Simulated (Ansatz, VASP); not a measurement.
## InHgSe in VASP and in Ansatz

```
In Hg Se
1.0
     3.12729   -3.13034    0.00000
     3.12729    3.13034    0.00000
     0.00000    0.00000    5.20507
In Hg Se
1 1 1
Direct
  0.00000 0.00000 0.50000
  0.50000 0.50000 0.50000
  0.50000 0.50000 0.00000
```

Alike in both runs: functional PBE; k mesh 10 × 10 × 10; occupations gaussian, width 0.1 eV; no spin polarisation.

Ansatz relaxed the structure, and its values are those at the end. VASP's run is a single point on that final structure, the one shown.

```csv
,VASP,Ansatz
version,VASP 6.6.1,Ansatz 0.2.0
potentials or method,"VASP PAW PBE potentials, release 64 (In_d, Hg, Se), cutoff 520 eV","scalar-relativistic, plane waves, PAW"
valence electrons in the cell,31,49
```

Ansatz gave:

| Property | Result |
| --- | --- |
| gap on the k mesh at the Fermi level (eV) | none |
| pressure (GPa) | 0.0 |

Question: Estimate VASP's values.

Answer: gap on the k mesh at the Fermi level (eV): none; pressure (GPa): 0.1.

A gap of «none» marks a metal or a gap that the smearing closes. VASP's potentials hold 31 valence electrons a cell and Ansatz's 49, so a difference there can come from the potentials and not from the codes.

Neither program's run includes spin-orbit coupling.
